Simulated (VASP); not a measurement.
# InP (Pm-3m) in VASP: further runs

InP is run at these levels: PBE; tasks: single point.

Program: VASP 6.6.1. These are calculated values, not measurements. Logs are shortened: lines on timing, memory, paths and dates and some standing lists are left out, and cuts for length are marked.

## Step 1: The cell of the first run

The structure is cubic, space group Pm-3m (No. 221). The conventional cell has a = 3.432 Å, b = 3.432 Å, c = 3.432 Å, α = 90.00°, β = 90.00°, γ = 90.00°. In (site symmetry m-3m) has 8 P at 2.97 Å and 6 In at 3.43 Å within 3.9 Å. P (site symmetry m-3m) has 8 In at 2.97 Å and 6 P at 3.43 Å within 3.9 Å.

## Step 2: Single point, PBE

INCAR

```
PREC     = Accurate       # precision mode
ENCUT    = 500            # plane-wave cutoff, eV
EDIFF    = 1E-6           # SCF threshold, eV
ISMEAR   = 0              # smearing method
SIGMA    = 0.2            # smearing width, eV
LREAL    = False          # projectors in reciprocal space
LASPH    = True           # aspherical terms in the spheres
NELM     = 120            # most SCF steps
ALGO     = Normal         # electronic algorithm
ISIF     = 2              # what is computed and relaxed
LWAVE    = False          # write WAVECAR
LCHARG   = True           # write CHGCAR
GGA      = PE             # functional
LELF     = True           # ELF
LVHAR    = True         
NBANDS   = 16             # bands
GGA_COMPAT= False
```

KPOINTS

```
Automatic mesh
0
Gamma
  6 6 6
```

POSCAR

```
InP
1.0
    3.4320230623      0.0000000000      0.0000000000
    0.0000000000      3.4320230623      0.0000000000
    0.0000000000      0.0000000000      3.4320230623
In P
1 1
Direct
    0.5000000000      0.5000000000      0.5000000000
    0.0000000000      0.0000000000      0.0000000000
```

Potentials or basis: VASP PAW PBE potentials, release 64 (In_d, P).

On the command line:

```
$ cat potpaw_PBE.64/In_d/POTCAR potpaw_PBE.64/P/POTCAR > POTCAR
$ mpirun -np 1 vasp_std > vasp.out
```

OUTCAR:

```text
PREC = Accurate
   ENCUT = 500
   EDIFF = 1E-6
   ISMEAR = 0
   LREAL = False
   LASPH = True
   NELM = 120
   ISIF = 2
   GGA = PE

 ion  position               nearest neighbor table
   1  0.500  0.500  0.500-   2 2.97   2 2.97   2 2.97   2 2.97   2 2.97   2 2.97   2 2.97   2 2.97

   2  0.000  0.000  0.000-   1 2.97   1 2.97   1 2.97   1 2.97   1 2.97   1 2.97   1 2.97   1 2.97

  LATTYP: Found a simple cubic cell.
 ALAT       =     3.4320230623

  Lattice vectors:

 A1 = (   3.4320230623,   0.0000000000,   0.0000000000)
 A2 = (   0.0000000000,   3.4320230623,   0.0000000000)
 A3 = (   0.0000000000,   0.0000000000,   3.4320230623)

Analysis of symmetry for initial positions (statically):
=====================================================================
 Subroutine PRICEL returns:
 Original cell was already a primitive cell.

 Routine SETGRP: Setting up the symmetry group for a
 simple cubic supercell.

 Subroutine GETGRP returns: Found 48 space group operations
 (whereof 48 operations were pure point group operations)
 out of a pool of 48 trial point group operations.

The static configuration has the point symmetry O_h .

Analysis of symmetry for dynamics (positions and initial velocities):
=====================================================================
 Subroutine PRICEL returns:
 Original cell was already a primitive cell.

 Routine SETGRP: Setting up the symmetry group for a
 simple cubic supercell.

 Subroutine GETGRP returns: Found 48 space group operations
 (whereof 48 operations were pure point group operations)
 out of a pool of 48 trial point group operations.

The dynamic configuration has the point symmetry O_h .

 Subroutine INISYM returns: Found 48 space group operations
 (whereof 48 operations are pure point group operations),
 and found     1 'primitive' translations

----------------------------------------------------------------------------------------

                                     Primitive cell

  volume of cell :      40.4251

  direct lattice vectors                    reciprocal lattice vectors
     3.432023062  0.000000000  0.000000000     0.291373333  0.000000000  0.000000000
     0.000000000  3.432023062  0.000000000     0.000000000  0.291373333  0.000000000
     0.000000000  0.000000000  3.432023062     0.000000000  0.000000000  0.291373333

  length of vectors
     3.432023062  3.432023062  3.432023062     0.291373333  0.291373333  0.291373333

  position of ions in fractional coordinates (direct lattice)
     0.500000000  0.500000000  0.500000000
     0.000000000  0.000000000  0.000000000

  ion indices of the primitive-cell ions
   primitive index   ion index
                 1           1
                 2           2

----------------------------------------------------------------------------------------

 KPOINTS: Automatic mesh

Automatic generation of k-mesh.
 Grid dimensions read from file:
 generate k-points for:    6    6    6

 Generating k-lattice:

  Cartesian coordinates                     Fractional coordinates (reciprocal lattice)
     0.048562222  0.000000000  0.000000000     0.166666667  0.000000000  0.000000000
     0.000000000  0.048562222  0.000000000     0.000000000  0.166666667  0.000000000
     0.000000000  0.000000000  0.048562222     0.000000000  0.000000000  0.166666667

  Length of vectors
     0.048562222  0.048562222  0.048562222

  Shift w.r.t. Gamma in fractional coordinates (k-lattice)
     0.000000000  0.000000000  0.000000000

 Subroutine IBZKPT returns following result:
 ===========================================

 Found     20 irreducible k-points:

 Following reciprocal coordinates:
            Coordinates               Weight
  0.000000  0.000000  0.000000      1.000000
  0.166667  0.000000  0.000000      6.000000
  0.333333  0.000000  0.000000      6.000000
  0.500000  0.000000  0.000000      3.000000
  0.166667  0.166667  0.000000     12.000000
  0.333333  0.166667  0.000000     24.000000
[... 12 lines left out ...]
  0.500000  0.500000  0.333333      6.000000
  0.500000  0.500000  0.500000      1.000000
   k-points           NKPTS =     20   k-points in BZ     NKDIM =     20   number of bands    NBANDS=     16
   number of dos      NEDOS =    301   number of ions     NIONS =      2
   total plane-waves  NPLWV =  21952
   dimension x,y,z NGX =    28 NGY =   28 NGZ =   28
   dimension x,y,z NGXF=    56 NGYF=   56 NGZF=   56
   ions per type =               1   1
   NGX,Y,Z   is equivalent  to a cutoff of  13.56, 13.56, 13.56 a.u.
   NGXF,Y,Z  is equivalent  to a cutoff of  27.13, 27.13, 27.13 a.u.
 SYSTEM =  unknown system
   PREC   = accura    normal or accurate (medium, high low for compatibility)
   ISTART =      0    job   : 0-new  1-cont  2-samecut
   ICHARG =      2    charge: 1-file 2-atom 10-const
   ISPIN  =      1    spin polarized calculation?
   LNONCOLLINEAR =      F non collinear calculations
   LSORBIT =      F    spin-orbit coupling
   LASPH  =      T    aspherical Exc in radial PAW
   ENCUT  =  500.0 eV  36.75 Ry    6.06 a.u.   6.26  6.26  6.26*2*pi/ulx,y,z
   NELM   =    120;   NELMIN=  2; NELMDL= -5     # of ELM steps
   EDIFF  = 0.1E-05   stopping-criterion for ELM
   LREAL  =      F    real-space projection
   EDIFFG = 0.1E-04   stopping-criterion for IOM
   NSW    =      0    number of steps for IOM
   IBRION =     -1    ionic relax: 0-MD 1-quasi-New 2-CG
   NFREE  =      0    steps in history (QN), initial steepest desc. (CG)
   ISIF   =      2    stress and relaxation
   ISYM   =      2    0-nonsym 1-usesym 2-fastsym
   POTIM  = 0.5000    time-step for ionic-motion
   TEBEG  =    0.0;   TEEND  =   0.0 temperature during run
   PSTRESS=    0.0 pullay stress
   NELECT =      18.0000    total number of electrons
   NUPDOWN=      -1.0000    fix difference up-down
   EMIN   =  10.00;   EMAX   =-10.00  energy-range for DOS
   EFERMI =   0.00;   METHOD = LEGACY
   ISMEAR =     0;   SIGMA  =   0.20  broadening in eV -4-tet -1-fermi 0-gaus
   EFERMI_NEDOS =   21; number of points for ismear=-14 and -15
   IALGO  =     38    algorithm
   IMIX   =      4    mixing-type and parameters
     AMIX     =   0.40;   BMIX     =  1.00
     AMIX_MAG =   1.60;   BMIX_MAG =  1.00
  volume/ion in A,a.u.               =      20.21       136.40
  Fermi-wavevector in a.u.,A,eV,Ry     =   1.250112  2.362368 21.262901  1.562779
  Thomas-Fermi vector in A             =   2.384121
   LORBIT       =      0    0 simple, 1 ext, 2 COOP (PROOUT), +10 PAW based schemes
   GGA     = PE    functional components
   LHFCALC =     F    Hartree Fock is set to
   AEXX    =    0.0000 exact exchange contribution
   IVDW    =     0    specifies the selected vdW correction
   LEPSILON=     F    determine dielectric tensor
   LRPA    =     F    only Hartree local field effects (RPA)
 non-spin polarized calculation
 Gauss-broadening in eV      SIGMA  =   0.20
  energy-cutoff  :      500.00
  volume of cell :       40.43
 maximum number of plane-waves:      1064
 NGX is ok and might be reduce to    28
   NGX = 13   NGY = 13   NGZ = 13

 number of electron      17.9999994 magnetization

 Free energy of the ion-electron system (eV)
  ---------------------------------------------------
  ext. energy  EPLUGINS =         0.00000000
  ---------------------------------------------------
  free energy    TOTEN  =        -7.22194052 eV

  energy without entropy =       -7.19627658  energy(sigma->0) =       -7.20910855

 E-fermi :   7.9859     XC(G=0): -10.7736

 val. band max:        7.8601495074   @ k =   0.3333   0.3333   0.0000
 cond. band min:       8.0359486772   @ k =   0.5000   0.5000   0.1667
 fundamental gap:      0.1757991698
 Fermi energy:         7.9859177907

 k-point     1 :       0.0000    0.0000    0.0000
  band No.  band energies     occupation
      1      -6.5785      2.00000
      2      -6.5785      2.00000
      3      -6.2955      2.00000
      4      -6.2955      2.00000
      5      -6.2955      2.00000
      6      -4.5505      2.00000
[... 8 lines left out ...]
     15      18.0858      0.00000
     16      21.0020      0.00000

 k-point     2 :       0.1667    0.0000    0.0000
  band No.  band energies     occupation
      1      -6.5727      2.00000
      2      -6.5239      2.00000
      3      -6.3217      2.00000
      4      -6.3217      2.00000
      5      -6.2928      2.00000
      6      -4.2428      2.00000
[... 8 lines left out ...]
     15      17.0975      0.00000
     16      21.0280      0.00000

 k-point     3 :       0.3333    0.0000    0.0000
  band No.  band energies     occupation
      1      -6.5609      2.00000
      2      -6.4174      2.00000
      3      -6.3732      2.00000
      4      -6.3732      2.00000
      5      -6.2872      2.00000
      6      -3.3980      2.00000
[... 8 lines left out ...]
     15      18.6660      0.00000
     16      19.3956      0.00000

 k-point     4 :       0.5000    0.0000    0.0000
  band No.  band energies     occupation
      1      -6.5550      2.00000
      2      -6.3987      2.00000
      3      -6.3987      2.00000
      4      -6.3652      2.00000
      5      -6.2845      2.00000
      6      -2.6883      2.00000
[... 8 lines left out ...]
     15      17.6283      0.00000
     16      21.1008      0.00000
[... 248 lines left out ...]
 k-point    18 :       0.5000    0.3333    0.3333
  band No.  band energies     occupation
      1      -6.5482      2.00000
      2      -6.5025      2.00000
      3      -6.4635      2.00000
      4      -6.2808      2.00000
      5      -6.2178      2.00000
      6      -0.8050      2.00000
[... 8 lines left out ...]
     15      20.8218      0.00000
     16      22.5309      0.00000

 k-point    19 :       0.5000    0.5000    0.3333
  band No.  band energies     occupation
      1      -6.5704      2.00000
      2      -6.4986      2.00000
      3      -6.4986      2.00000
      4      -6.2482      2.00000
      5      -6.1806      2.00000
      6      -0.4965      2.00000
[... 8 lines left out ...]
     15      23.5434      0.00000
     16      23.5434      0.00000

 k-point    20 :       0.5000    0.5000    0.5000
  band No.  band energies     occupation
      1      -6.5382      2.00000
      2      -6.5382      2.00000
      3      -6.5382      2.00000
      4      -6.1793      2.00000
      5      -6.1793      2.00000
      6      -0.3251      2.00000
[... 8 lines left out ...]
     15      25.0381      0.00000
     16      25.5058      0.00000

------------------------ aborting loop because EDIFF is reached ----------------------------------------

  FORCE on cell =-STRESS in cart. coord.  units (eV):
  Direction    XX          YY          ZZ          XY          YZ          ZX
  --------------------------------------------------------------------------------------
  -------------------------------------------------------------------------------------
  Total        0.1042521      0.1042521      0.1042521      0.0000000      0.0000000     -0.0000000
  in kB        4.1318514      4.1318514      4.1318514      0.0000000      0.0000000     -0.0000000
  external PRESSURE =       4.1318514 kB  Pullay stress =       0.0000000 kB

 VOLUME and BASIS-vectors are now :
 -----------------------------------------------------------------------------
  energy-cutoff  :      500.00
  volume of cell :       40.43
      direct lattice vectors                 reciprocal lattice vectors
     3.432023062  0.000000000  0.000000000     0.291373333  0.000000000  0.000000000
     0.000000000  3.432023062  0.000000000     0.000000000  0.291373333  0.000000000
     0.000000000  0.000000000  3.432023062     0.000000000  0.000000000  0.291373333

 POSITION                                       TOTAL-FORCE (eV/Angst)
 -----------------------------------------------------------------------------------
      1.71601      1.71601      1.71601         0.000000      0.000000      0.000000
      0.00000      0.00000      0.00000         0.000000      0.000000      0.000000
 -----------------------------------------------------------------------------------
    total drift:                                0.000000      0.000000      0.000000

  FREE ENERGIE OF THE ION-ELECTRON SYSTEM (eV)
  ---------------------------------------------------
  free  energy   TOTEN  =        -7.2219405151 eV

  energy  without entropy=       -7.1962765821  energy(sigma->0) =       -7.20910855
```

It took 6.2 s on 1 thread of Intel Xeon Platinum 8481C at 2.70GHz (Sapphire Rapids), shared host; peak memory 0.16 GiB.

What came out:

- Free energy: -7.2219 eV
- Pressure: 0.4 GPa
- Band gap on the k mesh: zero (band 9 reaches 8.87 eV, above the bottom of band 10 at 6.39 eV)

Caveat: spin-orbit coupling is left out, which moves the levels of the heavy elements.

## Step 3: Single point, PBE

INCAR

```
SYSTEM = InP
PREC = Accurate
ENCUT = 500
EDIFF = 1E-6
ISMEAR = 0
SIGMA = 0.2
LREAL = .FALSE.
LASPH = .TRUE.
NELM = 120
ALGO = Normal
ISIF = 2
LWAVE = .FALSE.
LCHARG = .TRUE.
GGA = PE
LELF = .TRUE.
LVHAR = .TRUE.
NBANDS = 16
GGA_COMPAT = .FALSE.
```

KPOINTS

```
regular mesh
0
G
  6 6 6
  0 0 0
```

POSCAR

```
InP
1.0
    3.4313658721      0.0000000000      0.0000000000
    0.0000000000      3.4313658721      0.0000000000
    0.0000000000      0.0000000000      3.4313658721
In P
1 1
Direct
    0.0000000000      0.0000000000      0.0000000000
    0.5000000000      0.5000000000      0.5000000000
```

Potentials or basis: VASP PAW PBE potentials, release 64 (In_d, P).

On the command line:

```
$ cat potpaw_PBE.64/In_d/POTCAR potpaw_PBE.64/P/POTCAR > POTCAR
$ mpirun -np 1 vasp_std > vasp.out
```

Wall time 6.4 s (1 thread of Intel Xeon Platinum 8481C at 2.70GHz (Sapphire Rapids), shared host); peak memory 0.15 GiB.

It converged, with:

```
Free energy            : -7.2219 eV
Pressure               : 0.4 GPa
Band gap on the k mesh : zero (band 9 reaches 8.88 eV, above the bottom of band 10 at 6.40 eV)
```

Levels at points of the mesh, in eV from the Fermi level:
```
           k point  band 7  band 8  band 9  band 10  band 11  band 12
(0.00, 0.00, 0.00)   -1.49   -0.86   -0.86    -0.86     4.74     4.74
(0.50, 0.00, 0.00)   -7.53    0.80    0.80     2.70     3.69     5.08
(0.50, 0.50, 0.00)   -4.86   -4.86   -3.72     1.19     6.77     6.77
(0.50, 0.50, 0.50)   -2.29   -2.29   -2.29    -0.58    -0.21    -0.21
```

Caveat: spin-orbit coupling is left out, which moves the levels of the heavy elements.
